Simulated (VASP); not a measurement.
# Nb: electric field gradients with r2SCAN

The system is Nb.

```
Nb
1.0
    -1.66395    1.66395    1.66395
     1.66395   -1.66395    1.66395
     1.66395    1.66395   -1.66395
Nb
1
Direct
  0.00000 0.00000 0.00000
```

* Program: VASP 6.6.1
* Task: electric field gradients
* Functional: r2SCAN
* Potentials or basis: VASP PAW PBE potentials, release 64 (Nb_sv)
* Cutoff: 520 eV
* k mesh: 15 × 15 × 15
* Occupations: fermi-dirac, width 0.03 eV
* Spin: no spin polarisation
* Dipole correction: no
* Further INCAR settings: ALGO = Normal; EDIFF = 1e-08; NBANDS = 12

| Item | Value |
| --- | --- |
| Pressure | -3.8 GPa |

Levels at points of the mesh, in eV from the Fermi level:
```
           k point  band 4  band 5  band 6  band 7  band 8  band 9
(0.00, 0.00, 0.00)  -30.80   -6.27    0.43    0.43    0.43    3.47
```

Run time: 3.1 min on 1 thread of Intel Xeon 8259CL, with other jobs on the host, peak memory 0.16 GiB.

Caveat: without QUAD_EFG the Cq values of the log hold for a quadrupole moment of 1 mb, not for the nuclei; the PAW data sets were made with another functional, which shifts forces and pressure a little.
